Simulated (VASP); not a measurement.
# Ga (Im-3m) in VASP: relaxation of cell and atoms with PBE

Aim: the relaxation of cell and atoms of Ga with PBE.

Everything below comes from runs of VASP 6.6.1. Logs are shortened: lines on timing, memory, paths and dates and some standing lists are left out, and cuts for length are marked.

**1. The cell of the first run**

It takes space group Im-3m (No. 229, cubic). Conventional cell: a = 2.701 Å, b = 2.701 Å, c = 2.701 Å, α = 90.00°, β = 90.00°, γ = 90.00°. Within 3.1 Å of Ga (site symmetry m-3m) lie 14 Ga at 2.34 to 2.70 Å.

**2. Relaxation of cell and atoms, PBE, target pressure 160 GPa, at which the enthalpy is minimised**

INCAR reads:

```
PREC = Accurate ; ENCUT = 600
EDIFF = 1E-6 ; ISMEAR = -1
SIGMA = 0.1 ; LREAL = F
LASPH = T ; NELM = 80
ALGO = Normal ; ISIF = 3
LWAVE = F ; LCHARG = F
GGA = PE ; IBRION = 2
NSW = 32 ; EDIFFG = -0.005
PSTRESS = 1600.0
```

KPOINTS reads:

```
regular mesh
0
Gamma
  20 20 20
```

POSCAR reads:

```
Ga
1.0
   -1.3507247603      1.3507247603      1.3507247603
    1.3507247603     -1.3507247603      1.3507247603
    1.3507247603      1.3507247603     -1.3507247603
Ga
1
Direct
    0.0000000000      0.0000000000      0.0000000000
```

Potentials or basis: VASP PAW PBE potentials, release 64 (Ga_d).

Launch:

```console
cat potpaw_PBE.64/Ga_d/POTCAR > POTCAR
mpirun -np 1 vasp_std > vasp.out
```

OUTCAR:

```text
PREC = Accurate
   ENCUT = 600
   EDIFF = 1E-6
   ISMEAR = -1
   LREAL = F
   LASPH = T
   NELM = 80
   ISIF = 3
   GGA = PE
   IBRION = 2
   NSW = 32
   EDIFFG = -0.005
   PSTRESS = 1600.0

 ion  position               nearest neighbor table
   1  0.000  0.000  0.000-

  LATTYP: Found a body centered cubic cell.
 ALAT       =     2.7014495206

  Lattice vectors:

 A1 = (  -1.3507247603,   1.3507247603,   1.3507247603)
 A2 = (   1.3507247603,  -1.3507247603,   1.3507247603)
 A3 = (   1.3507247603,   1.3507247603,  -1.3507247603)

Analysis of symmetry for initial positions (statically):
=====================================================================
 Subroutine PRICEL returns:
 Original cell was already a primitive cell.

 Routine SETGRP: Setting up the symmetry group for a
 body centered cubic supercell.

 Subroutine GETGRP returns: Found 48 space group operations
 (whereof 48 operations were pure point group operations)
 out of a pool of 48 trial point group operations.

The static configuration has the point symmetry O_h .

Analysis of symmetry for dynamics (positions and initial velocities):
=====================================================================
 Subroutine PRICEL returns:
 Original cell was already a primitive cell.

 Routine SETGRP: Setting up the symmetry group for a
 body centered cubic supercell.

 Subroutine GETGRP returns: Found 48 space group operations
 (whereof 48 operations were pure point group operations)
 out of a pool of 48 trial point group operations.

The dynamic configuration has the point symmetry O_h .

 Subroutine INISYM returns: Found 48 space group operations
 (whereof 48 operations are pure point group operations),
 and found     1 'primitive' translations

----------------------------------------------------------------------------------------

                                     Primitive cell

  volume of cell :       9.8574

  direct lattice vectors                    reciprocal lattice vectors
    -1.350724760  1.350724760  1.350724760     0.000000000  0.370171640  0.370171640
     1.350724760 -1.350724760  1.350724760     0.370171640  0.000000000  0.370171640
     1.350724760  1.350724760 -1.350724760     0.370171640  0.370171640  0.000000000

  length of vectors
     2.339523912  2.339523912  2.339523912     0.523501754  0.523501754  0.523501754

  position of ions in fractional coordinates (direct lattice)
     0.000000000  0.000000000  0.000000000

  ion indices of the primitive-cell ions
   primitive index   ion index
                 1           1

----------------------------------------------------------------------------------------

 KPOINTS: regular mesh

Automatic generation of k-mesh.
 Grid dimensions read from file:
 generate k-points for:   20   20   20

 Generating k-lattice:

  Cartesian coordinates                     Fractional coordinates (reciprocal lattice)
     0.000000000  0.018508582  0.018508582     0.050000000  0.000000000  0.000000000
     0.018508582  0.000000000  0.018508582     0.000000000  0.050000000  0.000000000
     0.018508582  0.018508582  0.000000000     0.000000000  0.000000000  0.050000000

  Length of vectors
     0.026175088  0.026175088  0.026175088

  Shift w.r.t. Gamma in fractional coordinates (k-lattice)
     0.000000000  0.000000000  0.000000000

 Subroutine IBZKPT returns following result:
 ===========================================

 Found    256 irreducible k-points:

 Following reciprocal coordinates:
            Coordinates               Weight
  0.000000  0.000000  0.000000      1.000000
  0.050000  0.000000  0.000000     12.000000
  0.100000  0.000000  0.000000     12.000000
  0.150000  0.000000  0.000000     12.000000
  0.200000  0.000000  0.000000     12.000000
  0.250000  0.000000  0.000000     12.000000
[... 16 lines left out ...]
  0.200000  0.100000  0.000000     48.000000
  0.250000  0.100000  0.000000     48.000000
 [... further k-points ...]
   k-points           NKPTS =    256   k-points in BZ     NKDIM =    256   number of bands    NBANDS=     10
   number of dos      NEDOS =    301   number of ions     NIONS =      1
   total plane-waves  NPLWV =   8000
   dimension x,y,z NGX =    20 NGY =   20 NGZ =   20
   dimension x,y,z NGXF=    40 NGYF=   40 NGZF=   40
   ions per type =               1
   NGX,Y,Z   is equivalent  to a cutoff of  14.21, 14.21, 14.21 a.u.
   NGXF,Y,Z  is equivalent  to a cutoff of  28.42, 28.42, 28.42 a.u.
 SYSTEM =  unknown system
   PREC   = accura    normal or accurate (medium, high low for compatibility)
   ISTART =      0    job   : 0-new  1-cont  2-samecut
   ICHARG =      2    charge: 1-file 2-atom 10-const
   ISPIN  =      1    spin polarized calculation?
   LNONCOLLINEAR =      F non collinear calculations
   LSORBIT =      F    spin-orbit coupling
   LASPH  =      T    aspherical Exc in radial PAW
   ENCUT  =  600.0 eV  44.10 Ry    6.64 a.u.   4.67  4.67  4.67*2*pi/ulx,y,z
   NELM   =     80;   NELMIN=  2; NELMDL= -5     # of ELM steps
   EDIFF  = 0.1E-05   stopping-criterion for ELM
   LREAL  =      F    real-space projection
   EDIFFG = -.5E-02   stopping-criterion for IOM
   NSW    =     32    number of steps for IOM
   IBRION =      2    ionic relax: 0-MD 1-quasi-New 2-CG
   NFREE  =      1    steps in history (QN), initial steepest desc. (CG)
   ISIF   =      3    stress and relaxation
   ISYM   =      2    0-nonsym 1-usesym 2-fastsym
   POTIM  = 0.5000    time-step for ionic-motion
   TEBEG  =    0.0;   TEEND  =   0.0 temperature during run
   PSTRESS= 1600.0 pullay stress
   NELECT =      13.0000    total number of electrons
   NUPDOWN=      -1.0000    fix difference up-down
   EMIN   =  10.00;   EMAX   =-10.00  energy-range for DOS
   EFERMI =   0.00;   METHOD = LEGACY
   ISMEAR =    -1;   SIGMA  =   0.10  broadening in eV -4-tet -1-fermi 0-gaus
   EFERMI_NEDOS =   21; number of points for ismear=-14 and -15
   IALGO  =     38    algorithm
   IMIX   =      4    mixing-type and parameters
     AMIX     =   0.40;   BMIX     =  1.00
     AMIX_MAG =   1.60;   BMIX_MAG =  1.00
  volume/ion in A,a.u.               =       9.86        66.52
  Fermi-wavevector in a.u.,A,eV,Ry     =   1.795295  3.392615 43.852709  3.223083
  Thomas-Fermi vector in A             =   2.857076
   LORBIT       =      0    0 simple, 1 ext, 2 COOP (PROOUT), +10 PAW based schemes
   GGA     = PE    functional components
   LHFCALC =     F    Hartree Fock is set to
   AEXX    =    0.0000 exact exchange contribution
   IVDW    =     0    specifies the selected vdW correction
   LEPSILON=     F    determine dielectric tensor
   LRPA    =     F    only Hartree local field effects (RPA)
 conjugate gradient relaxation of ions
 non-spin polarized calculation
  energy-cutoff  :      600.00
  volume of cell :        9.86
 maximum number of plane-waves:       370
   NGX =  9   NGY =  9   NGZ =  9

--------------------------------------- Ionic step        1  -------------------------------------------

 number of electron      12.9999997 magnetization

 Free energy of the ion-electron system (eV)
  ---------------------------------------------------
  ext. energy  EPLUGINS =         0.00000000
  ---------------------------------------------------
  free energy    TOTEN  =        -0.38818695 eV

  energy without entropy =       -0.37937996  energy(sigma->0) =       -0.38378345

------------------------ aborting loop because EDIFF is reached ----------------------------------------

  FORCE on cell =-STRESS in cart. coord.  units (eV):
  Direction    XX          YY          ZZ          XY          YZ          ZX
  --------------------------------------------------------------------------------------
  -------------------------------------------------------------------------------------
  Total        9.9218593      9.9218593      9.9218593     -0.0000000      0.0000000     -0.0000000
  in kB     1612.6609521   1612.6609521   1612.6609521     -0.0000000      0.0000000     -0.0000000
  external PRESSURE =      12.6609521 kB  Pullay stress =    1600.0000000 kB
[... 59 lines left out ...]
  enthalpy is  TOTEN    =         9.4573675326 eV   P V=        9.9553590989

--------------------------------------- Ionic step        3  -------------------------------------------

 number of electron      12.9999997 magnetization

 Free energy of the ion-electron system (eV)
  ---------------------------------------------------
  ext. energy  EPLUGINS =         0.00000000
  ---------------------------------------------------
  free energy    TOTEN  =        -0.40884175 eV

  energy without entropy =       -0.40003775  energy(sigma->0) =       -0.40443975

 E-fermi :  14.2156     XC(G=0): -14.7011

 val. band max:       14.1374849515   @ k =   0.5000   0.5000   0.4000
 cond. band min:      14.2351802584   @ k =  -0.4000   0.4000   0.2000
 fundamental gap:      0.0976953070
 Fermi energy:        14.2156273195

 k-point     1 :       0.0000    0.0000    0.0000
  band No.  band energies     occupation
      1      -3.7692      2.00000
      2      -2.6451      2.00000
      3      -2.6451      2.00000
      4      -2.6451      2.00000
      5      -1.8837      2.00000
      6      -1.8837      2.00000
      7      35.9649      0.00000
      8      35.9649      0.00000
      9      35.9649      0.00000
     10      37.2146      0.00000
[... 287 lines left out ...]
 k-point    24 :       0.2500    0.1000    0.0000
  band No.  band energies     occupation
      1      -3.0283      2.00000
      2      -2.8889      2.00000
      3      -2.0270      2.00000
      4      -2.0105      2.00000
      5      -1.8309      2.00000
      6       0.8881      2.00000
      7      18.3884      0.00000
      8      24.2456      0.00000
      9      27.7907      0.00000
     10      33.2452      0.00000

 [... further k-points ...]

------------------------ aborting loop because EDIFF is reached ----------------------------------------

  FORCE on cell =-STRESS in cart. coord.  units (eV):
  Direction    XX          YY          ZZ          XY          YZ          ZX
  --------------------------------------------------------------------------------------
  -------------------------------------------------------------------------------------
  Total        9.8685505      9.8685505      9.8685505      0.0000000      0.0000000      0.0000000
  in kB     1600.6490668   1600.6490668   1600.6490668      0.0000000      0.0000000      0.0000000
  external PRESSURE =       0.6490668 kB  Pullay stress =    1600.0000000 kB
[... 16 lines left out ...]
  FREE ENERGIE OF THE ION-ELECTRON SYSTEM (eV)
  ---------------------------------------------------
  free  energy   TOTEN  =        -0.4088417471 eV

  energy  without entropy=       -0.4000377462  energy(sigma->0) =       -0.40443975

  enthalpy is  TOTEN    =         9.4557070084 eV   P V=        9.8645487554

 reached required accuracy - stopping structural energy minimisation
```

It took 32 s on 1 thread of AMD EPYC 9R45 (Zen 5), shared host; peak memory 0.13 GiB.

What came out:

* Free energy: -0.4088 eV
* Relaxed volume: 9.88 Å³/atom
* Relaxed cell: a = 2.341 Å, b = 2.341 Å, c = 2.341 Å, α = 109.47°, β = 109.47°, γ = 109.47°
* Space group after relaxing (to 0.05 Å): Im-3m (No. 229)
* Energy change on relaxing (the enthalpy is what falls): -20.7 meV/atom
* Ionic steps: 3
* Pressure after relaxing: 160.1 GPa

The path:
```csv
step,energy change (eV),largest force (eV/Å),pressure (GPa),volume (Å³)
1,0.0000,0.0000,161.27,9.86
2,-0.1098,0.0000,154.01,9.97
3,-0.0207,0.0000,160.06,9.88
```

Final structure:
```
Ga
1.0
    -1.35167    1.35167    1.35167
     1.35167   -1.35167    1.35167
     1.35167    1.35167   -1.35167
Ga
1
Cartesian
  0.0000 0.0000 0.0000
```

Caveat: the cell is relaxed towards a set pressure, so the enthalpy falls and the energy may rise.
